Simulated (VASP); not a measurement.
Here is a VASP 6.6.1 calculation.

Contents of INCAR:

```
SYSTEM = PtSe2
PREC = Accurate ; ENCUT = 520
EDIFF = 1E-7 ; ISMEAR = -1
SIGMA = 0.05 ; LREAL = .FALSE.
LASPH = .TRUE. ; NELM = 60
ALGO = Normal ; ISIF = 2
LWAVE = .FALSE. ; LCHARG = .FALSE.
GGA = PE ; IBRION = 2
NSW = 80 ; EDIFFG = -0.02
KPAR = 4
```

Contents of KPOINTS:

```
Automatic mesh
0
G
  14 14 9
  0 0 0
```

The input POSCAR:

```
PtSe2
1.0
    3.7027804542      0.0000000000      0.0000000000
   -1.8513902271      3.2067019380      0.0000000000
    0.0000000000      0.0000000000      4.9975318684
Pt Se
1 2
Direct
    0.0000000000      0.0000000000      0.0000000000
    0.3333333333      0.6666666667      0.2602149854
    0.6666666667      0.3333333333      0.7397850146
```

Potentials or basis: VASP PAW PBE potentials, release 64 (Pt, Se).

Launch:

```sh
$ cat potpaw_PBE.64/Pt/POTCAR potpaw_PBE.64/Se/POTCAR > POTCAR
$ mpirun -np 4 vasp_std > vasp.out
```

**Question.** Estimate the band gap on the k mesh.

**Answer.** Zero (bands 11 and 12 overlap by 0.68 eV).

**Question.** Estimate the energy gained by relaxing.

**Answer.** 1.5 meV/atom.

Final structure:
```yaml
crystal:
  lattice:
    - [3.70278, 0.00000, 0.00000]
    - [-1.85139, 3.20670, 0.00000]
    - [0.00000, 0.00000, 4.99753]
  atoms:
    - { symbol: Pt, position: [0.00000, 0.00000, 0.00000] }
    - { symbol: Se, position: [0.33333, 0.66667, 0.26422] }
    - { symbol: Se, position: [0.66667, 0.33333, 0.73578] }
```

Caveat: spin-orbit coupling is left out, which moves the levels of the heavy elements.
